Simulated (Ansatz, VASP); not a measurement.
**One calculation of Te2Mo, two programs**

Contents of INCAR:

```
SYSTEM = Te2Mo
ALGO     = Normal         ! electronic algorithm
DIPOL    = 0.5 0.5 0.402
EDIFF    = 1E-6           ! SCF threshold, eV
ENCUT    = 520            ! plane-wave cutoff, eV
GGA      = PE             ! functional
IDIPOL   = 3            
ISIF     = 2              ! what is computed and relaxed
ISMEAR   = 0              ! smearing method
IVDW     = 12             ! dispersion correction
LASPH    = .True.         ! aspherical terms in the spheres
LCHARG   = .False.        ! write CHGCAR
LDIPOL   = .True.       
LREAL    = .False.        ! projectors in reciprocal space
LWAVE    = .False.        ! write WAVECAR
NBANDS   = 35             ! bands
NELM     = 100            ! most SCF steps
PREC     = Accurate       ! precision mode
SIGMA    = 0.05           ! smearing width, eV
```

File KPOINTS:

```
k-points
0
Gamma
  9 9 1
  0 0 0
```

File POSCAR:

```
Te2Mo
1.0
    3.5038816881      0.0000000000      0.0000000000
   -1.7519408440      3.0344505538      0.0000000000
    0.0000000000      0.0000000000     24.7677198395
Te Mo
4 2
Direct
    0.3333333333      0.6666666667      0.1816881017
    0.3333333333      0.6666666667      0.3284056818
    0.8333333333      0.6666666667      0.4757749198
    0.8333333333      0.6666666667      0.6224924999
    0.6666666667      0.3333333333      0.2550468917
    1.1666666667      0.3333333333      0.5491337098
```

Input for Ansatz:

```yaml
crystal:
  lattice:
    - [3.5038816881, 0.0, 0.0]
    - [-1.751940844, 3.0344505538, 0.0]
    - [0.0, 0.0, 24.7677198395]
  atoms:
    - { symbol: Te, position: [0.3333333333, 0.6666666667, 0.1816881017] }
    - { symbol: Mo, position: [0.6666666667, 0.3333333333, 0.2550468917] }
    - { symbol: Te, position: [0.3333333333, 0.6666666667, 0.3284056818] }
    - { symbol: Te, position: [0.8333333333, 0.6666666667, 0.4757749198] }
    - { symbol: Mo, position: [1.1666666667, 0.3333333333, 0.5491337098] }
    - { symbol: Te, position: [0.8333333333, 0.6666666667, 0.6224924999] }
basis:
  ecutwfc: 420
kpoints:
  mp_grid: { grid: [9, 9, 1] }
hamiltonian:
  xc: pbe
  pseudopotentials: { kind: paw, azcp: { folder: soft_1 } }
  dispersion: d3bj
scf:
  occupations: { method: gaussian, width: 0.05 }
output:
  forces: true
  eigenvalues: true
efield:
  axis: 3
  dipole_correction: true
  ramp_width: 0.04
```

Alike in both runs: task single point; functional PBE; dispersion D3(BJ); k mesh 9 × 9 × 1; occupations gaussian, width 0.05 eV; no spin polarisation.

|  | VASP | Ansatz |
| --- | --- | --- |
| version | VASP 6.6.1 | Ansatz 0.2.0 |
| potentials or method | VASP PAW PBE potentials, release 64 (Te, Mo_sv), cutoff 520 eV | scalar-relativistic, plane waves, PAW |
| valence electrons in the cell | 52 | 92 |

Ansatz gave:

| Item | Value |
| --- | --- |
| gap on the k mesh at the Fermi level (eV) | 1.12 |
| least direct gap on the mesh (eV) | 1.17 |
| rms of the force components (eV/Å) | 0.023 |

Task: Which values does VASP return?

Result: gap on the k mesh at the Fermi level (eV): 1.12; least direct gap on the mesh (eV): 1.17; rms of the force components (eV/Å): 0.027.

VASP's potentials hold 52 valence electrons a cell and Ansatz's 92, so a difference there can come from the potentials and not from the codes.

Spin-orbit coupling is off throughout.
